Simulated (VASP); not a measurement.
# NaI (Pm-3m) in VASP: single point with PBE

Aim: the single point of NaI with PBE.

All numbers are computed with VASP 6.6.1; they aren't measurements. Logs are shortened: lines on timing, memory, paths and dates and some standing lists are left out, and cuts for length are marked.

## 1. The cell of the first run

Symmetry: Pm-3m, No. 221, cubic system. The conventional cell has a = 4.078 Å, b = 4.078 Å, c = 4.078 Å, α = 90.00°, β = 90.00°, γ = 90.00°. Within 4.6 Å of Na (site symmetry m-3m) lie 8 I at 3.53 Å and 6 Na at 4.08 Å. Within 4.6 Å of I (site symmetry m-3m) lie 8 Na at 3.53 Å and 6 I at 4.08 Å.

## 2. Single point, PBE

INCAR

```
PREC = Accurate
ENCUT = 520
EDIFF = 1E-7
ISMEAR = 0
SIGMA = 0.05
LREAL = False
LASPH = True
NELM = 60
ALGO = Normal
ISIF = 2
LWAVE = False
LCHARG = False
GGA = PE
NBANDS = 14
```

KPOINTS

```
Automatic mesh
0
Gamma
  8 8 8
```

POSCAR

```
NaI
1.0
   -1.3592028286      2.7184056573      2.7184056573
    2.7184056573     -1.3592028286      2.7184056573
    2.7184056573      2.7184056573     -1.3592028286
Na I
1 1
Direct
    0.0000000000      0.0000000000      0.0000000000
    0.5000000000      0.5000000000      0.5000000000
```

Potentials or basis: VASP PAW PBE potentials, release 64 (Na_pv, I).

The run is started by

```
cat potpaw_PBE.64/Na_pv/POTCAR potpaw_PBE.64/I/POTCAR > POTCAR
mpirun -np 1 vasp_std > vasp.out
```

OUTCAR:

```text
PREC = Accurate
   ENCUT = 520
   EDIFF = 1E-7
   ISMEAR = 0
   LREAL = False
   LASPH = True
   NELM = 60
   ISIF = 2
   GGA = PE

 ion  position               nearest neighbor table
   1  0.000  0.000  0.000-
   2  0.500  0.500  0.500-

  LATTYP: Found a simple cubic cell.
 ALAT       =     4.0776084859

  Lattice vectors:

 A1 = (  -1.3592028286,   2.7184056573,   2.7184056573)
 A2 = (   2.7184056573,  -1.3592028286,   2.7184056573)
 A3 = (   2.7184056573,   2.7184056573,  -1.3592028286)

Analysis of symmetry for initial positions (statically):
=====================================================================
 Subroutine PRICEL returns:
 Original cell was already a primitive cell.

 Routine SETGRP: Setting up the symmetry group for a
 simple cubic supercell.

 Subroutine GETGRP returns: Found 48 space group operations
 (whereof 48 operations were pure point group operations)
 out of a pool of 48 trial point group operations.

The static configuration has the point symmetry O_h .

Analysis of symmetry for dynamics (positions and initial velocities):
=====================================================================
 Subroutine PRICEL returns:
 Original cell was already a primitive cell.

 Routine SETGRP: Setting up the symmetry group for a
 simple cubic supercell.

 Subroutine GETGRP returns: Found 48 space group operations
 (whereof 48 operations were pure point group operations)
 out of a pool of 48 trial point group operations.

The dynamic configuration has the point symmetry O_h .

 Subroutine INISYM returns: Found 48 space group operations
 (whereof 48 operations are pure point group operations),
 and found     1 'primitive' translations

----------------------------------------------------------------------------------------

                                     Primitive cell

  volume of cell :      67.7980

  direct lattice vectors                    reciprocal lattice vectors
    -1.359202829  2.718405657  2.718405657    -0.081747263  0.163494526  0.163494526
     2.718405657 -1.359202829  2.718405657     0.163494526 -0.081747263  0.163494526
     2.718405657  2.718405657 -1.359202829     0.163494526  0.163494526 -0.081747263

  length of vectors
     4.077608486  4.077608486  4.077608486     0.245241789  0.245241789  0.245241789

  position of ions in fractional coordinates (direct lattice)
     0.000000000  0.000000000  0.000000000
     0.500000000  0.500000000  0.500000000

  ion indices of the primitive-cell ions
   primitive index   ion index
                 1           1
                 2           2

----------------------------------------------------------------------------------------

 KPOINTS: Automatic mesh

Automatic generation of k-mesh.
 Grid dimensions read from file:
 generate k-points for:    8    8    8

 Generating k-lattice:

  Cartesian coordinates                     Fractional coordinates (reciprocal lattice)
    -0.010218408  0.020436816  0.020436816     0.125000000  0.000000000 -0.000000000
     0.020436816 -0.010218408  0.020436816     0.000000000  0.125000000 -0.000000000
     0.020436816  0.020436816 -0.010218408    -0.000000000 -0.000000000  0.125000000

  Length of vectors
     0.030655224  0.030655224  0.030655224

  Shift w.r.t. Gamma in fractional coordinates (k-lattice)
     0.000000000  0.000000000  0.000000000

 Subroutine IBZKPT returns following result:
 ===========================================

 Found     35 irreducible k-points:

 Following reciprocal coordinates:
            Coordinates               Weight
  0.000000  0.000000  0.000000      1.000000
  0.125000  0.000000 -0.000000      6.000000
  0.250000  0.000000 -0.000000      6.000000
  0.375000 -0.000000 -0.000000      6.000000
  0.500000  0.000000 -0.000000      3.000000
  0.125000  0.125000  0.000000     12.000000
[... 16 lines left out ...]
  0.375000  0.375000  0.125000     24.000000
  0.500000  0.375000  0.125000     24.000000
 [... further k-points ...]
   k-points           NKPTS =     35   k-points in BZ     NKDIM =     35   number of bands    NBANDS=     14
   number of dos      NEDOS =    301   number of ions     NIONS =      2
   total plane-waves  NPLWV =  27000
   dimension x,y,z NGX =    30 NGY =   30 NGZ =   30
   dimension x,y,z NGXF=    60 NGYF=   60 NGZF=   60
   ions per type =               1   1
   NGX,Y,Z   is equivalent  to a cutoff of  12.23, 12.23, 12.23 a.u.
   NGXF,Y,Z  is equivalent  to a cutoff of  24.46, 24.46, 24.46 a.u.
 SYSTEM =  unknown system
   PREC   = accura    normal or accurate (medium, high low for compatibility)
   ISTART =      0    job   : 0-new  1-cont  2-samecut
   ICHARG =      2    charge: 1-file 2-atom 10-const
   ISPIN  =      1    spin polarized calculation?
   LNONCOLLINEAR =      F non collinear calculations
   LSORBIT =      F    spin-orbit coupling
   LASPH  =      T    aspherical Exc in radial PAW
   ENCUT  =  520.0 eV  38.22 Ry    6.18 a.u.   7.58  7.58  7.58*2*pi/ulx,y,z
   NELM   =     60;   NELMIN=  2; NELMDL= -5     # of ELM steps
   EDIFF  = 0.1E-06   stopping-criterion for ELM
   LREAL  =      F    real-space projection
   EDIFFG = 0.1E-05   stopping-criterion for IOM
   NSW    =      0    number of steps for IOM
   IBRION =     -1    ionic relax: 0-MD 1-quasi-New 2-CG
   NFREE  =      0    steps in history (QN), initial steepest desc. (CG)
   ISIF   =      2    stress and relaxation
   ISYM   =      2    0-nonsym 1-usesym 2-fastsym
   POTIM  = 0.5000    time-step for ionic-motion
   TEBEG  =    0.0;   TEEND  =   0.0 temperature during run
   PSTRESS=    0.0 pullay stress
   NELECT =      14.0000    total number of electrons
   NUPDOWN=      -1.0000    fix difference up-down
   EMIN   =  10.00;   EMAX   =-10.00  energy-range for DOS
   EFERMI =   0.00;   METHOD = LEGACY
   ISMEAR =     0;   SIGMA  =   0.05  broadening in eV -4-tet -1-fermi 0-gaus
   EFERMI_NEDOS =   21; number of points for ismear=-14 and -15
   IALGO  =     38    algorithm
   IMIX   =      4    mixing-type and parameters
     AMIX     =   0.40;   BMIX     =  1.00
     AMIX_MAG =   1.60;   BMIX_MAG =  1.00
  volume/ion in A,a.u.               =      33.90       228.76
  Fermi-wavevector in a.u.,A,eV,Ry     =   0.967636  1.828567 12.739397  0.936319
  Thomas-Fermi vector in A             =   2.097538
   LORBIT       =      0    0 simple, 1 ext, 2 COOP (PROOUT), +10 PAW based schemes
   GGA     = PE    functional components
   LHFCALC =     F    Hartree Fock is set to
   AEXX    =    0.0000 exact exchange contribution
   IVDW    =     0    specifies the selected vdW correction
   LEPSILON=     F    determine dielectric tensor
   LRPA    =     F    only Hartree local field effects (RPA)
 non-spin polarized calculation
 Gauss-broadening in eV      SIGMA  =   0.05
  energy-cutoff  :      520.00
  volume of cell :       67.80
 maximum number of plane-waves:      1856
   NGX = 15   NGY = 15   NGZ = 15

 number of electron      13.9999994 magnetization

 Free energy of the ion-electron system (eV)
  ---------------------------------------------------
  ext. energy  EPLUGINS =         0.00000000
  ---------------------------------------------------
  free energy    TOTEN  =        -5.07484737 eV

  energy without entropy =       -5.07484737  energy(sigma->0) =       -5.07484737

 E-fermi :   2.0011     XC(G=0):  -7.7614

 val. band max:        1.7257913723   @ k =   0.5000   0.5000   0.0000
 cond. band min:       3.9847801451   @ k =   0.0000   0.0000   0.0000
 fundamental gap:      2.2589887728
 Fermi energy:         2.0011184800

 k-point     1 :       0.0000    0.0000    0.0000
  band No.  band energies     occupation
      1     -21.9821      2.00000
      2     -21.9821      2.00000
      3     -21.9821      2.00000
      4      -9.9897      2.00000
      5       1.1088      2.00000
      6       1.1088      2.00000
      7       1.1088      2.00000
      8       3.9848      0.00000
      9       7.3751      0.00000
     10       7.3751      0.00000
     11      12.7783      0.00000
     12      12.7783      0.00000
     13      12.7783      0.00000
     14      13.5229      0.00000

 k-point     2 :       0.1250    0.0000   -0.0000
  band No.  band energies     occupation
      1     -21.9832      2.00000
      2     -21.9820      2.00000
      3     -21.9820      2.00000
      4      -9.9483      2.00000
      5       0.5459      2.00000
      6       1.1510      2.00000
      7       1.1510      2.00000
      8       4.4277      0.00000
      9       7.5000      0.00000
     10       7.8236      0.00000
     11      11.8189      0.00000
     12      11.8189      0.00000
     13      12.2467      0.00000
     14      13.6275      0.00000

 k-point     3 :       0.2500    0.0000   -0.0000
  band No.  band energies     occupation
      1     -21.9858      2.00000
      2     -21.9818      2.00000
      3     -21.9818      2.00000
      4      -9.8440      2.00000
      5      -0.4114      2.00000
      6       1.2574      2.00000
      7       1.2574      2.00000
      8       5.1647      0.00000
      9       7.8658      0.00000
     10       8.5985      0.00000
     11      10.6758      0.00000
     12      10.6758      0.00000
     13      11.8413      0.00000
     14      12.5164      0.00000
[... 324 lines left out ...]
 k-point    23 :       0.3750    0.3750    0.1250
  band No.  band energies     occupation
      1     -21.9874      2.00000
      2     -21.9873      2.00000
      3     -21.9820      2.00000
      4      -9.4706      2.00000
      5      -0.6157      2.00000
      6      -0.4877      2.00000
      7       1.2300      2.00000
      8       5.3670      0.00000
      9       8.0046      0.00000
     10       8.7135      0.00000
     11       9.5715      0.00000
     12      11.6914      0.00000
     13      11.9721      0.00000
     14      12.7418      0.00000

 k-point    24 :       0.5000    0.3750    0.1250
  band No.  band energies     occupation
      1     -21.9883      2.00000
      2     -21.9872      2.00000
      3     -21.9819      2.00000
      4      -9.4287      2.00000
      5      -0.7991      2.00000
      6      -0.4454      2.00000
      7       1.2874      2.00000
      8       5.0448      0.00000
      9       8.3530      0.00000
     10       8.4099      0.00000
     11       9.6335      0.00000
     12      11.7566      0.00000
     13      12.0519      0.00000
     14      12.3188      0.00000

 [... further k-points ...]

------------------------ aborting loop because EDIFF is reached ----------------------------------------

  FORCE on cell =-STRESS in cart. coord.  units (eV):
  Direction    XX          YY          ZZ          XY          YZ          ZX
  --------------------------------------------------------------------------------------
  -------------------------------------------------------------------------------------
  Total       -0.0738901     -0.0738901     -0.0738901     -0.0000000     -0.0000000     -0.0000000
  in kB       -1.7461447     -1.7461447     -1.7461447     -0.0000000     -0.0000000     -0.0000000
  external PRESSURE =      -1.7461447 kB  Pullay stress =       0.0000000 kB

 VOLUME and BASIS-vectors are now :
 -----------------------------------------------------------------------------
  energy-cutoff  :      520.00
  volume of cell :       67.80
      direct lattice vectors                 reciprocal lattice vectors
    -1.359202829  2.718405657  2.718405657    -0.081747263  0.163494526  0.163494526
     2.718405657 -1.359202829  2.718405657     0.163494526 -0.081747263  0.163494526
     2.718405657  2.718405657 -1.359202829     0.163494526  0.163494526 -0.081747263

 POSITION                                       TOTAL-FORCE (eV/Angst)
 -----------------------------------------------------------------------------------
      0.00000      0.00000      0.00000        -0.000000      0.000000     -0.000000
      2.03880      2.03880      2.03880         0.000000     -0.000000      0.000000
 -----------------------------------------------------------------------------------
    total drift:                               -0.000000     -0.000000      0.000000

  FREE ENERGIE OF THE ION-ELECTRON SYSTEM (eV)
  ---------------------------------------------------
  free  energy   TOTEN  =        -5.0748473660 eV

  energy  without entropy=       -5.0748473660  energy(sigma->0) =       -5.07484737
```

It took 41 s on 1 thread of Intel Xeon 8259CL, shared host; peak memory 0.18 GiB.

What came out:

* Free energy: -5.0748 eV
* Pressure: -0.2 GPa
* Band gap on the k mesh: 2.26 eV (least direct gap 2.84 eV)

Caveat: spin-orbit coupling is left out, which moves the levels of the heavy elements.
